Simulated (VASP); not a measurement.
# Zn (P6_3/mmc) in VASP: notebook

The runs below take Zn through single point, with revPBE.

All numbers are computed with VASP 6.6.1; they aren't measurements. Logs are shortened: lines on timing, memory, paths and dates and some standing lists are left out, and cuts for length are marked.

## (1) The cell of the first run

The structure is hexagonal, space group P6_3/mmc (No. 194). Conventional cell: a = 2.681 Å, b = 2.681 Å, c = 5.031 Å, α = 90.00°, β = 90.00°, γ = 120.00°. Within 3.5 Å of Zn (site symmetry -6m2) lie 12 Zn at 2.68 to 2.95 Å.

## (2) Single point, revPBE

The input, INCAR:

```
SYSTEM = Zn
PREC = Accurate ; ENCUT = 520
EDIFF = 1E-6 ; ISMEAR = -1
SIGMA = 0.1 ; LREAL = .False.
LASPH = .True. ; NELM = 80
ALGO = Normal ; ISIF = 2
LWAVE = .False. ; LCHARG = .False.
GGA = RE ; NBANDS = 19
```

The input, KPOINTS:

```
regular mesh
0
Gamma
  22 22 10
  0 0 0
```

The input, POSCAR:

```
Zn
1.0
    2.6814165092      0.0000000000      0.0000000000
   -1.3407082546      2.3221748151      0.0000000000
    0.0000000000      0.0000000000      5.0308882090
Zn
2
Direct
    0.3333333333      0.6666666667      0.2500000000
    0.6666666667      0.3333333333      0.7500000000
```

Potentials or basis: VASP PAW PBE potentials, release 64 (Zn).

Launch:

```sh
$ cat potpaw_PBE.64/Zn/POTCAR > POTCAR
$ mpirun -np 1 vasp_std > vasp.out
```

OUTCAR:

```text
SYSTEM = Zn
   PREC = Accurate
   ENCUT = 520
   EDIFF = 1E-6
   ISMEAR = -1
   LREAL = .False.
   LASPH = .True.
   NELM = 80
   ISIF = 2
   GGA = RE

 ion  position               nearest neighbor table
   1  0.333  0.667  0.250-   2 2.95   2 2.95   2 2.95   2 2.95   2 2.95   2 2.95
   2  0.667  0.333  0.750-   1 2.95   1 2.95   1 2.95   1 2.95   1 2.95   1 2.95

  LATTYP: Found a hexagonal cell.
 ALAT       =     2.6814165092
 C/A-ratio  =     1.8762054279

  Lattice vectors:

 A1 = (   2.6814165092,   0.0000000000,   0.0000000000)
 A2 = (  -1.3407082546,   2.3221748151,   0.0000000000)
 A3 = (   0.0000000000,   0.0000000000,   5.0308882090)

Analysis of symmetry for initial positions (statically):
=====================================================================
 Subroutine PRICEL returns:
 Original cell was already a primitive cell.

 Routine SETGRP: Setting up the symmetry group for a
 hexagonal supercell.

 Subroutine GETGRP returns: Found 24 space group operations
 (whereof 12 operations were pure point group operations)
 out of a pool of 24 trial point group operations.

The static configuration has the point symmetry D_3d.
 The point group associated with its full space group is D_6h.

Analysis of symmetry for dynamics (positions and initial velocities):
=====================================================================
 Subroutine PRICEL returns:
 Original cell was already a primitive cell.

 Routine SETGRP: Setting up the symmetry group for a
 hexagonal supercell.

 Subroutine GETGRP returns: Found 24 space group operations
 (whereof 12 operations were pure point group operations)
 out of a pool of 24 trial point group operations.

The dynamic configuration has the point symmetry D_3d.
 The point group associated with its full space group is D_6h.

 Subroutine INISYM returns: Found 24 space group operations
 (whereof 12 operations are pure point group operations),
 and found     1 'primitive' translations

----------------------------------------------------------------------------------------

                                     Primitive cell

  volume of cell :      31.3259

  direct lattice vectors                    reciprocal lattice vectors
     2.681416509  0.000000000  0.000000000     0.372937213  0.215315400  0.000000000
    -1.340708255  2.322174815  0.000000000     0.000000000  0.430630801  0.000000000
     0.000000000  0.000000000  5.030888209     0.000000000  0.000000000  0.198772057

  length of vectors
     2.681416509  2.681416509  5.030888209     0.430630801  0.430630801  0.198772057

  position of ions in fractional coordinates (direct lattice)
     0.333333333  0.666666667  0.250000000
     0.666666667  0.333333333  0.750000000

  ion indices of the primitive-cell ions
   primitive index   ion index
                 1           1
                 2           2

----------------------------------------------------------------------------------------

 KPOINTS: regular mesh

Automatic generation of k-mesh.
 Grid dimensions read from file:
 generate k-points for:   22   22   10

 Generating k-lattice:

  Cartesian coordinates                     Fractional coordinates (reciprocal lattice)
     0.016951692  0.009787064  0.000000000     0.045454545  0.000000000  0.000000000
     0.000000000  0.019574127  0.000000000     0.000000000  0.045454545  0.000000000
     0.000000000  0.000000000  0.019877206     0.000000000  0.000000000  0.100000000

  Length of vectors
     0.019574127  0.019574127  0.019877206

  Shift w.r.t. Gamma in fractional coordinates (k-lattice)
     0.000000000  0.000000000  0.000000000

 Subroutine IBZKPT returns following result:
 ===========================================

 Found    312 irreducible k-points:

 Following reciprocal coordinates:
            Coordinates               Weight
  0.000000  0.000000  0.000000      1.000000
  0.045455 -0.000000  0.000000      6.000000
  0.090909 -0.000000  0.000000      6.000000
  0.136364  0.000000  0.000000      6.000000
  0.181818  0.000000  0.000000      6.000000
  0.227273  0.000000  0.000000      6.000000
[... 16 lines left out ...]
  0.090909  0.090909  0.000000      6.000000
  0.136364  0.090909  0.000000     12.000000
 [... further k-points ...]
   k-points           NKPTS =    312   k-points in BZ     NKDIM =    312   number of bands    NBANDS=     19
   number of dos      NEDOS =    301   number of ions     NIONS =      2
   total plane-waves  NPLWV =  16000
   dimension x,y,z NGX =    20 NGY =   20 NGZ =   40
   dimension x,y,z NGXF=    40 NGYF=   40 NGZF=   80
   ions per type =               2
   NGX,Y,Z   is equivalent  to a cutoff of  12.40, 12.40, 13.22 a.u.
   NGXF,Y,Z  is equivalent  to a cutoff of  24.80, 24.80, 26.44 a.u.
 SYSTEM =  Zn
   PREC   = accura    normal or accurate (medium, high low for compatibility)
   ISTART =      0    job   : 0-new  1-cont  2-samecut
   ICHARG =      2    charge: 1-file 2-atom 10-const
   ISPIN  =      1    spin polarized calculation?
   LNONCOLLINEAR =      F non collinear calculations
   LSORBIT =      F    spin-orbit coupling
   LASPH  =      T    aspherical Exc in radial PAW
   ENCUT  =  520.0 eV  38.22 Ry    6.18 a.u.   4.99  4.99  9.35*2*pi/ulx,y,z
   NELM   =     80;   NELMIN=  2; NELMDL= -5     # of ELM steps
   EDIFF  = 0.1E-05   stopping-criterion for ELM
   LREAL  =      F    real-space projection
   EDIFFG = 0.1E-04   stopping-criterion for IOM
   NSW    =      0    number of steps for IOM
   IBRION =     -1    ionic relax: 0-MD 1-quasi-New 2-CG
   NFREE  =      0    steps in history (QN), initial steepest desc. (CG)
   ISIF   =      2    stress and relaxation
   ISYM   =      2    0-nonsym 1-usesym 2-fastsym
   POTIM  = 0.5000    time-step for ionic-motion
   TEBEG  =    0.0;   TEEND  =   0.0 temperature during run
   PSTRESS=    0.0 pullay stress
   NELECT =      24.0000    total number of electrons
   NUPDOWN=      -1.0000    fix difference up-down
   EMIN   =  10.00;   EMAX   =-10.00  energy-range for DOS
   EFERMI =   0.00;   METHOD = LEGACY
   ISMEAR =    -1;   SIGMA  =   0.10  broadening in eV -4-tet -1-fermi 0-gaus
   EFERMI_NEDOS =   21; number of points for ismear=-14 and -15
   IALGO  =     38    algorithm
   IMIX   =      4    mixing-type and parameters
     AMIX     =   0.40;   BMIX     =  1.00
     AMIX_MAG =   1.60;   BMIX_MAG =  1.00
  volume/ion in A,a.u.               =      15.66       105.70
  Fermi-wavevector in a.u.,A,eV,Ry     =   1.497996  2.830802 30.531361  2.243992
  Thomas-Fermi vector in A             =   2.609812
   LORBIT       =      0    0 simple, 1 ext, 2 COOP (PROOUT), +10 PAW based schemes
   GGA     = RE    functional components
   LHFCALC =     F    Hartree Fock is set to
   AEXX    =    0.0000 exact exchange contribution
   IVDW    =     0    specifies the selected vdW correction
   LEPSILON=     F    determine dielectric tensor
   LRPA    =     F    only Hartree local field effects (RPA)
 non-spin polarized calculation
  energy-cutoff  :      520.00
  volume of cell :       31.33
 maximum number of plane-waves:       862
 NGX is ok and might be reduce to    20
   NGX =  9   NGY =  9   NGZ = 19

 number of electron      24.0000001 magnetization

 Free energy of the ion-electron system (eV)
  ---------------------------------------------------
  ext. energy  EPLUGINS =         0.00000000
  ---------------------------------------------------
  free energy    TOTEN  =        -1.62624080 eV

  energy without entropy =       -1.61201627  energy(sigma->0) =       -1.61912853

 E-fermi :   2.9836     XC(G=0): -11.2970

 val. band max:        2.9817859986   @ k =   0.3636   0.0455   0.0000
 cond. band min:       2.9976635278   @ k =   0.4091   0.0000   0.0000
 fundamental gap:      0.0158775291
 Fermi energy:         2.9835592036

 k-point     1 :       0.0000    0.0000    0.0000
  band No.  band energies     occupation
      1      -7.1542      2.00000
      2      -5.4792      2.00000
      3      -4.8255      2.00000
      4      -4.5946      2.00000
      5      -4.5946      2.00000
      6      -4.5500      2.00000
[... 11 lines left out ...]
     18      21.9180      0.00000
     19      21.9181      0.00000

 k-point     2 :       0.0455   -0.0000    0.0000
  band No.  band energies     occupation
      1      -7.0935      2.00000
      2      -5.4529      2.00000
      3      -4.8190      2.00000
      4      -4.6009      2.00000
      5      -4.5807      2.00000
      6      -4.5567      2.00000
[... 11 lines left out ...]
     18      21.1599      0.00000
     19      22.5450      0.00000

 k-point     3 :       0.0909   -0.0000    0.0000
  band No.  band energies     occupation
      1      -6.9128      2.00000
      2      -5.3786      2.00000
      3      -4.8020      2.00000
      4      -4.6167      2.00000
      5      -4.5730      2.00000
      6      -4.5398      2.00000
[... 11 lines left out ...]
     18      20.5701      0.00000
     19      22.3966      0.00000

 k-point     4 :       0.1364    0.0000    0.0000
  band No.  band energies     occupation
      1      -6.6177      2.00000
      2      -5.2718      2.00000
      3      -4.7828      2.00000
      4      -4.6365      2.00000
      5      -4.5816      2.00000
      6      -4.4747      2.00000
[... 11 lines left out ...]
     18      19.7808      0.00000
     19      21.1449      0.00000

 k-point     5 :       0.1818    0.0000    0.0000
  band No.  band energies     occupation
      1      -6.2230      2.00000
      2      -5.1635      2.00000
      3      -4.7654      2.00000
      4      -4.6575      2.00000
      5      -4.5451      2.00000
      6      -4.5008      2.00000
[... 11 lines left out ...]
     18      18.9688      0.00000
     19      19.4839      0.00000
[... 334 lines left out ...]
      2      -5.1766      2.00000
      3      -5.0238      2.00000
      4      -4.5944      2.00000
      5      -4.4655      2.00000
      6      -4.4430      2.00000
[... 11 lines left out ...]
     18      17.7530      0.00000
     19      18.0302      0.00000

 k-point    22 :       0.4545    0.0455    0.0000
  band No.  band energies     occupation
      1      -5.2773      2.00000
      2      -5.1894      2.00000
      3      -5.0466      2.00000
      4      -4.6095      2.00000
      5      -4.4521      2.00000
      6      -4.4440      2.00000
[... 11 lines left out ...]
     18      17.6074      0.00000
     19      17.9460      0.00000

 k-point    23 :       0.0909    0.0909    0.0000
  band No.  band energies     occupation
      1      -6.4436      2.00000
      2      -5.2109      2.00000
      3      -4.7797      2.00000
      4      -4.6368      2.00000
      5      -4.6197      2.00000
      6      -4.4266      2.00000
[... 11 lines left out ...]
     18      20.2789      0.00000
     19      21.2730      0.00000

 k-point    24 :       0.1364    0.0909    0.0000
  band No.  band energies     occupation
      1      -6.0556      2.00000
      2      -5.1025      2.00000
      3      -4.7843      2.00000
      4      -4.6575      2.00000
      5      -4.6042      2.00000
      6      -4.5318      2.00000
[... 11 lines left out ...]
     18      19.1985      0.00000
     19      19.6277      0.00000

 [... further k-points ...]
[... 5 lines left out ...]
  --------------------------------------------------------------------------------------
  -------------------------------------------------------------------------------------
  Total        0.0672271      0.0672271      0.1167076     -0.0000000     -0.0000000      0.0000000
  in kB        3.4383592      3.4383592      5.9690612     -0.0000000     -0.0000000      0.0000000
  external PRESSURE =       4.2819265 kB  Pullay stress =       0.0000000 kB

 VOLUME and BASIS-vectors are now :
 -----------------------------------------------------------------------------
  energy-cutoff  :      520.00
  volume of cell :       31.33
      direct lattice vectors                 reciprocal lattice vectors
     2.681416509  0.000000000  0.000000000     0.372937213  0.215315400  0.000000000
    -1.340708255  2.322174815  0.000000000     0.000000000  0.430630801  0.000000000
     0.000000000  0.000000000  5.030888209     0.000000000  0.000000000  0.198772057

 POSITION                                       TOTAL-FORCE (eV/Angst)
 -----------------------------------------------------------------------------------
     -0.00000      1.54812      1.25772        -0.000000      0.000000      0.000000
      1.34071      0.77406      3.77317         0.000000     -0.000000      0.000000
 -----------------------------------------------------------------------------------
    total drift:                               -0.000000      0.000000      0.000000

  FREE ENERGIE OF THE ION-ELECTRON SYSTEM (eV)
  ---------------------------------------------------
  free  energy   TOTEN  =        -1.6262408007 eV

  energy  without entropy=       -1.6120162671  energy(sigma->0) =       -1.61912853
```

Wall time 49 s (1 thread of Intel Xeon 6975P-C (Granite Rapids), shared host); peak memory 0.25 GiB.

Results:

| Quantity | Value |
| --- | --- |
| Free energy | -1.6262 eV |
| Pressure | 0.4 GPa |
| Band gap on the k mesh | zero (band 12 reaches 4.73 eV, above the bottom of band 13 at -0.14 eV) |

Caveat: the PAW data sets were made with another functional, which shifts forces and pressure a little.

## (3) Single point, revPBE

The input, INCAR:

```
PREC = Accurate ; ENCUT = 520
EDIFF = 1E-7 ; ISMEAR = -1
SIGMA = 0.1 ; LREAL = F
LASPH = T ; NELM = 60
ALGO = Normal ; ISIF = 2
LWAVE = F ; LCHARG = F
GGA = RE ; NBANDS = 19
```

The input, KPOINTS:

```
regular mesh
0
Gamma
  22 22 10
```

POSCAR is that of step 2.

Potentials or basis: VASP PAW PBE potentials, release 64 (Zn).

Launch:

```sh
$ cat potpaw_PBE.64/Zn/POTCAR > POTCAR
$ mpirun -np 1 vasp_std > vasp.out
```

Wall time 54 s (1 thread of Intel Xeon 6975P-C (Granite Rapids), shared host); peak memory 0.26 GiB.

The run converged. Its results:

- Free energy: -1.6262 eV
- Pressure: 0.4 GPa
- Band gap on the k mesh: zero (band 12 reaches 4.73 eV, above the bottom of band 13 at -0.14 eV)

Stress tensor (GPa, compression positive):
```
0.29 0.00 0.00
0.00 0.29 0.00
0.00 0.00 0.55
```

Levels at points of the mesh, in eV from the Fermi level:
```tsv
k point	band 10	band 11	band 12	band 13	band 14	band 15
(0.00, 0.00, 0.00)	-7.03	-7.03	-3.51	-3.13	13.07	16.68
(0.50, 0.00, 0.00)	-6.83	-2.69	-2.06	2.54	3.55	3.93
(0.00, 0.00, 0.50)	-7.10	-7.10	-7.10	4.34	4.34	18.57
(0.50, 0.00, 0.50)	-6.83	-1.74	-1.74	0.14	0.14	9.86
```

Caveat: the PAW data sets were made with another functional, which shifts forces and pressure a little.

[end of part 1 of 2]
